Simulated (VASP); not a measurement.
# BaTiO3 (R3m) in VASP: a series of runs

The runs below take BaTiO3 through relaxation of shape and atoms at fixed volume, relaxation of cell and atoms, single point, with r2SCAN.

Program: VASP 6.6.1. These are calculated values, not measurements. Logs are shortened: lines on timing, memory, paths and dates and some standing lists are left out, and cuts for length are marked.

## Step 1: The cell of the first run

The typed cell holds 5 atoms: a = 3.856 Å, b = 3.856 Å, c = 3.856 Å, α = 90.00°, β = 90.00°, γ = 90.00°.

## Step 2: Relaxation of shape and atoms at fixed volume, r2SCAN (11.47 Å³/atom)

Contents of POSCAR:

```
BaTiO3
1.0
    2.7264779431      1.5741327744      2.2261514313
   -2.7264779431      1.5741327744      2.2261514313
    0.0000000000     -3.1482655488      2.2261514313
Ba Ti O
1 1 3
Direct
   -0.0041513494     -0.0041513494     -0.0041513494
    0.4961296938      0.4961296938      0.4961296938
    0.4956001134      0.4956001134      0.9955214289
    0.4956001134      0.9955214289      0.4956001134
    0.9955214289      0.4956001134      0.4956001134
```

Contents of INCAR.step1:

```
SYSTEM = BaTiO3
PREC = Accurate
ENCUT = 660
ISMEAR = 0
SIGMA = 0.02
LREAL = .False.
LASPH = .True.
NELM = 120
GGA = PE
ALGO = Normal
EDIFF = 1E-5
LWAVE = .True.
LCHARG = .False.
GGA_COMPAT = .False.
IBRION = 2
ISIF = 3
EDIFFG = -0.005
NELMIN = 4
NSW = 100
```

Contents of INCAR.step2:

```
SYSTEM = BaTiO3
PREC = Accurate
ENCUT = 660
EDIFF = 1E-7
ISMEAR = 0
SIGMA = 0.02
LREAL = .False.
LASPH = .True.
NELM = 120
ALGO = Normal
ISIF = 4
LWAVE = .False.
LCHARG = .False.
METAGGA = R2SCAN
LMIXTAU = .True.
IBRION = 2
NSW = 50
EDIFFG = -0.01
ISTART = 1
GGA_COMPAT = .False.
NELMIN = 4
```

Contents of KPOINTS:

```
regular mesh
0
Gamma
  6 6 6
  0 0 0
```

Potentials or basis: VASP PAW PBE potentials, release 64 (Ba_sv, Ti_sv, O).

Launch:

```sh
cat potpaw_PBE.64/Ba_sv/POTCAR potpaw_PBE.64/Ti_sv/POTCAR potpaw_PBE.64/O/POTCAR > POTCAR
cp INCAR.step1 INCAR
mpirun -np 1 vasp_std > vasp.out
cp INCAR.step2 INCAR
mpirun -np 1 vasp_std > vasp.out
```

OUTCAR:

```text
SYSTEM = BaTiO3
   PREC = Accurate
   ENCUT = 660
   EDIFF = 1E-7
   ISMEAR = 0
   LREAL = .False.
   LASPH = .True.
   NELM = 120
   ISIF = 4
   METAGGA = R2SCAN
   IBRION = 2
   NSW = 50
   EDIFFG = -0.01
   ISTART = 1
   NELMIN = 4

 ion  position               nearest neighbor table
   1  0.996  0.996  0.996-   4 2.73   5 2.73   3 2.73   3 2.73   3 2.73   4 2.73   5 2.73   5 2.73
                             4 2.73   5 2.73   4 2.73   3 2.73   2 3.34   2 3.34   2 3.34   2 3.34
   2  0.496  0.496  0.496-   4 1.93   5 1.93   3 1.93   4 1.93   5 1.93   3 1.93   1 3.34   1 3.34
                             1 3.34   1 3.34   1 3.34   1 3.34   1 3.34   1 3.34
   3  0.496  0.496  0.996-   2 1.93   2 1.93   1 2.73   1 2.73   1 2.73   1 2.73
   4  0.496  0.996  0.496-   2 1.93   2 1.93   1 2.73   1 2.73   1 2.73   1 2.73
   5  0.996  0.496  0.496-   2 1.93   2 1.93   1 2.73   1 2.73   1 2.73   1 2.73

  LATTYP: Found a simple cubic cell.
 ALAT       =     3.8558171846

  Lattice vectors:

 A1 = (   2.7264779431,   1.5741327744,   2.2261514313)
 A2 = (  -2.7264779431,   1.5741327744,   2.2261514313)
 A3 = (   0.0000000000,  -3.1482655488,   2.2261514313)

Analysis of symmetry for initial positions (statically):
=====================================================================
 Subroutine PRICEL returns:
 Original cell was already a primitive cell.

 Routine SETGRP: Setting up the symmetry group for a
 simple cubic supercell.

 Subroutine GETGRP returns: Found  6 space group operations
 (whereof  6 operations were pure point group operations)
 out of a pool of 48 trial point group operations.

The static configuration has the point symmetry C_3v.

Analysis of symmetry for dynamics (positions and initial velocities):
=====================================================================
 Subroutine PRICEL returns:
 Original cell was already a primitive cell.

 Routine SETGRP: Setting up the symmetry group for a
 simple cubic supercell.

 Subroutine GETGRP returns: Found  6 space group operations
 (whereof  6 operations were pure point group operations)
 out of a pool of 48 trial point group operations.

The dynamic configuration has the point symmetry C_3v.

 Subroutine INISYM returns: Found  6 space group operations
 (whereof  6 operations are pure point group operations),
 and found     1 'primitive' translations

----------------------------------------------------------------------------------------

                                     Primitive cell

  volume of cell :      57.3257

  direct lattice vectors                    reciprocal lattice vectors
     2.726477943  1.574132774  2.226151431     0.183386776  0.105878405  0.149735247
    -2.726477943  1.574132774  2.226151431    -0.183386776  0.105878405  0.149735247
     0.000000000 -3.148265549  2.226151431     0.000000000 -0.211756809  0.149735247

  length of vectors
     3.855817185  3.855817185  3.855817185     0.259348395  0.259348395  0.259348395

  position of ions in fractional coordinates (direct lattice)
     0.995848651  0.995848651  0.995848651
     0.496129694  0.496129694  0.496129694
     0.495600113  0.495600113  0.995521429
     0.495600113  0.995521429  0.495600113
     0.995521429  0.495600113  0.495600113

  ion indices of the primitive-cell ions
   primitive index   ion index
                 1           1
                 2           2
                 3           3
                 4           4
                 5           5

----------------------------------------------------------------------------------------

 KPOINTS: regular mesh

Automatic generation of k-mesh.
 Grid dimensions read from file:
 generate k-points for:    6    6    6

 Generating k-lattice:

  Cartesian coordinates                     Fractional coordinates (reciprocal lattice)
     0.030564463  0.017646401  0.024955874     0.166666667 -0.000000000 -0.000000000
    -0.030564463  0.017646401  0.024955874    -0.000000000  0.166666667 -0.000000000
     0.000000000 -0.035292802  0.024955874    -0.000000000 -0.000000000  0.166666667

  Length of vectors
     0.043224733  0.043224733  0.043224733

  Shift w.r.t. Gamma in fractional coordinates (k-lattice)
     0.000000000  0.000000000  0.000000000

 Subroutine IBZKPT returns following result:
 ===========================================

 Found     32 irreducible k-points:

 Following reciprocal coordinates:
            Coordinates               Weight
  0.000000  0.000000  0.000000      1.000000
  0.166667  0.000000  0.000000      6.000000
  0.333333  0.000000  0.000000      6.000000
  0.500000  0.000000  0.000000      3.000000
  0.166667  0.166667  0.000000      6.000000
 -0.166667  0.166667  0.000000      6.000000
[... 16 lines left out ...]
 -0.166667  0.333333  0.333333      6.000000
  0.500000  0.333333  0.166667     12.000000
 [... further k-points ...]
   k-points           NKPTS =     32   k-points in BZ     NKDIM =     32   number of bands    NBANDS=     24
   number of dos      NEDOS =    301   number of ions     NIONS =      5
   total plane-waves  NPLWV =  32768
   dimension x,y,z NGX =    32 NGY =   32 NGZ =   32
   dimension x,y,z NGXF=    64 NGYF=   64 NGZF=   64
   ions per type =               1   1   3
   NGX,Y,Z   is equivalent  to a cutoff of  13.80, 13.80, 13.80 a.u.
   NGXF,Y,Z  is equivalent  to a cutoff of  27.59, 27.59, 27.59 a.u.
 SYSTEM =  BaTiO3
   PREC   = accura    normal or accurate (medium, high low for compatibility)
   ISTART =      1    job   : 0-new  1-cont  2-samecut
   ICHARG =      0    charge: 1-file 2-atom 10-const
   ISPIN  =      1    spin polarized calculation?
   LNONCOLLINEAR =      F non collinear calculations
   LSORBIT =      F    spin-orbit coupling
   LASPH  =      T    aspherical Exc in radial PAW
   ENCUT  =  660.0 eV  48.51 Ry    6.96 a.u.   8.08  8.08  8.08*2*pi/ulx,y,z
   NELM   =    120;   NELMIN=  4; NELMDL=  0     # of ELM steps
   EDIFF  = 0.1E-06   stopping-criterion for ELM
   LREAL  =      F    real-space projection
   EDIFFG = -.1E-01   stopping-criterion for IOM
   NSW    =     50    number of steps for IOM
   IBRION =      2    ionic relax: 0-MD 1-quasi-New 2-CG
   NFREE  =      1    steps in history (QN), initial steepest desc. (CG)
   ISIF   =      4    stress and relaxation
   ISYM   =      2    0-nonsym 1-usesym 2-fastsym
   POTIM  = 0.5000    time-step for ionic-motion
   TEBEG  =    0.0;   TEEND  =   0.0 temperature during run
   PSTRESS=    0.0 pullay stress
   NELECT =      40.0000    total number of electrons
   NUPDOWN=      -1.0000    fix difference up-down
   EMIN   =  10.00;   EMAX   =-10.00  energy-range for DOS
   EFERMI =   0.00;   METHOD = LEGACY
   ISMEAR =     0;   SIGMA  =   0.02  broadening in eV -4-tet -1-fermi 0-gaus
   EFERMI_NEDOS =   21; number of points for ismear=-14 and -15
   IALGO  =     38    algorithm
   IMIX   =      4    mixing-type and parameters
     AMIX     =   0.40;   BMIX     =  1.00
     AMIX_MAG =   1.60;   BMIX_MAG =  1.00
  volume/ion in A,a.u.               =      11.47        77.37
  Fermi-wavevector in a.u.,A,eV,Ry     =   1.452039  2.743957 28.686773  2.108418
  Thomas-Fermi vector in A             =   2.569467
   LORBIT       =      0    0 simple, 1 ext, 2 COOP (PROOUT), +10 PAW based schemes
   METAGGA = R2SCAN    functional components
   LHFCALC =     F    Hartree Fock is set to
   AEXX    =    0.0000 exact exchange contribution
   IVDW    =     0    specifies the selected vdW correction
   LEPSILON=     F    determine dielectric tensor
   LRPA    =     F    only Hartree local field effects (RPA)
 conjugate gradient relaxation of ions
 non-spin polarized calculation
 Gauss-broadening in eV      SIGMA  =   0.02
  energy-cutoff  :      660.00
  volume of cell :       57.33
 maximum number of plane-waves:      2272
   NGX = 17   NGY = 17   NGZ = 17

--------------------------------------- Ionic step        1  -------------------------------------------

 number of electron      40.0000001 magnetization

 Free energy of the ion-electron system (eV)
  ---------------------------------------------------
  ext. energy  EPLUGINS =         0.00000000
  ---------------------------------------------------
  free energy    TOTEN  =       -73.70050572 eV

  energy without entropy =      -73.70050572  energy(sigma->0) =      -73.70050572

------------------------ aborting loop because EDIFF is reached ----------------------------------------

  FORCE on cell =-STRESS in cart. coord.  units (eV):
  Direction    XX          YY          ZZ          XY          YZ          ZX
  --------------------------------------------------------------------------------------
  -------------------------------------------------------------------------------------
  Total        9.6347612      9.6347612      9.6352065      0.0000000      0.0000000      0.0000000
  in kB      269.2788443    269.2788443    269.2912906      0.0000000      0.0000000      0.0000000
  external PRESSURE =     269.2829931 kB  Pullay stress =       0.0000000 kB

 VOLUME and BASIS-vectors are now :
 -----------------------------------------------------------------------------
  energy-cutoff  :      660.00
  volume of cell :       57.33
      direct lattice vectors                 reciprocal lattice vectors
     2.726477943  1.574132774  2.226151431     0.183386776  0.105878405  0.149735247
    -2.726477943  1.574132774  2.226151431    -0.183386776  0.105878405  0.149735247
     0.000000000 -3.148265549  2.226151431     0.000000000 -0.211756809  0.149735247

 POSITION                                       TOTAL-FORCE (eV/Angst)
 -----------------------------------------------------------------------------------
      0.00000      0.00000      6.65073         0.000000      0.000000     -0.005230
      0.00000      0.00000      3.31338         0.000000      0.000000     -0.005367
      0.00000     -1.57389      4.42274         0.000000     -0.009472      0.003533
     -1.36302      0.78694      4.42274        -0.008203      0.004736      0.003533
      1.36302      0.78694      4.42274         0.008203      0.004736      0.003533
 -----------------------------------------------------------------------------------
    total drift:                               -0.000000      0.000002      0.015270

  FREE ENERGIE OF THE ION-ELECTRON SYSTEM (eV)
  ---------------------------------------------------
  free  energy   TOTEN  =       -73.7005057198 eV

  energy  without entropy=      -73.7005057198  energy(sigma->0) =      -73.70050572

--------------------------------------- Ionic step        2  -------------------------------------------

 number of electron      40.0000000 magnetization

 Free energy of the ion-electron system (eV)
  ---------------------------------------------------
  ext. energy  EPLUGINS =         0.00000000
  ---------------------------------------------------
  free energy    TOTEN  =       -73.70051662 eV

  energy without entropy =      -73.70051662  energy(sigma->0) =      -73.70051662

 E-fermi :   4.6879     XC(G=0): -12.5680

 val. band max:        4.4380680058   @ k =   0.5000   0.5000   0.5000
 cond. band min:       6.8304247267   @ k =   0.0000   0.0000   0.0000
 fundamental gap:      2.3923567209
 Fermi energy:         4.6879341668

 k-point     1 :       0.0000    0.0000    0.0000
  band No.  band energies     occupation
      1     -53.9009      2.00000
      2     -29.1383      2.00000
      3     -29.1383      2.00000
      4     -29.1383      2.00000
      5     -20.8313      2.00000
      6     -13.6284      2.00000
[... 637 lines left out ...]
     23       9.2997      0.00000
     24      11.3775      0.00000

 [... further k-points ...]

------------------------ aborting loop because EDIFF is reached ----------------------------------------

  FORCE on cell =-STRESS in cart. coord.  units (eV):
  Direction    XX          YY          ZZ          XY          YZ          ZX
  --------------------------------------------------------------------------------------
  -------------------------------------------------------------------------------------
  Total        9.6350863      9.6350863      9.6351076      0.0000000      0.0000000      0.0000000
  in kB      269.2879306    269.2879306    269.2885261      0.0000000      0.0000000      0.0000000
  external PRESSURE =     269.2881291 kB  Pullay stress =       0.0000000 kB

 VOLUME and BASIS-vectors are now :
 -----------------------------------------------------------------------------
  energy-cutoff  :      660.00
  volume of cell :       57.33
      direct lattice vectors                 reciprocal lattice vectors
     2.726474038  1.574130520  2.226157808     0.183387039  0.105878556  0.149734818
    -2.726474038  1.574130520  2.226157808    -0.183387039  0.105878556  0.149734818
     0.000000000 -3.148261040  2.226157808     0.000000000 -0.211757112  0.149734818

 POSITION                                       TOTAL-FORCE (eV/Angst)
 -----------------------------------------------------------------------------------
      0.00000      0.00000      6.65050        -0.000000      0.000000     -0.003665
      0.00000      0.00000      3.31313        -0.000000      0.000000     -0.003871
      0.00000     -1.57434      4.42293        -0.000000     -0.000999      0.002512
     -1.36342      0.78717      4.42293        -0.000865      0.000500      0.002512
      1.36342      0.78717      4.42293         0.000865      0.000500      0.002512
 -----------------------------------------------------------------------------------
    total drift:                               -0.000000      0.000002      0.016312

  FREE ENERGIE OF THE ION-ELECTRON SYSTEM (eV)
  ---------------------------------------------------
  free  energy   TOTEN  =       -73.7005166230 eV

  energy  without entropy=      -73.7005166230  energy(sigma->0) =      -73.70051662

 reached required accuracy - stopping structural energy minimisation
```

Run time: 15 min. Hardware: 1 thread of AMD EPYC 9R45 (Zen 5), shared host; peak memory 0.21 GiB.

What came out:

```yaml
Free_energy: -73.7005 eV
Energy_gained_by_relaxing: 0.0 meV/atom
Ionic_steps: 2
Pressure_after_relaxing: 26.9 GPa
Largest_force_after_relaxing: 0.004 eV/Å
Band_gap_on_the_k_mesh: 2.39 eV (least direct gap 2.42 eV)
```

Forces on the atoms (eV/Å):
```
Ba   0.000  0.000 -0.004
Ti   0.000  0.000 -0.004
O    0.000 -0.001  0.003
O   -0.001  0.001  0.003
O    0.001  0.001  0.003
```

Final structure:
```
Ba Ti O
1.0
     2.72647    1.57413    2.22616
    -2.72647    1.57413    2.22616
     0.00000   -3.14826    2.22616
Ba Ti O
1 1 3
Cartesian
  0.0000 0.0000 6.6505
  0.0000 0.0000 3.3131
  0.0000 -1.5743 4.4229
  -1.3634 0.7872 4.4229
  1.3634 0.7872 4.4229
```

Levels at points of the mesh, in eV from the valence-band top:
```
           k point  band 18  band 19  band 20  band 21  band 22  band 23
(0.00, 0.00, 0.00)    -0.03    -0.03    -0.03     2.39     2.39     2.39
(0.50, 0.00, 0.00)    -1.95    -0.73    -0.73     2.60     4.49     4.49
(0.50, 0.50, 0.00)    -0.79    -0.79    -0.11     4.50     4.50     4.99
(0.50, 0.50, 0.50)     0.00     0.00     0.00     5.34     5.34     5.34
```

Caveat: the PAW data sets were made with another functional, which shifts forces and pressure a little; spin-orbit coupling is left out, which moves the levels of the heavy elements.

(Continued in part 2 of 3.)
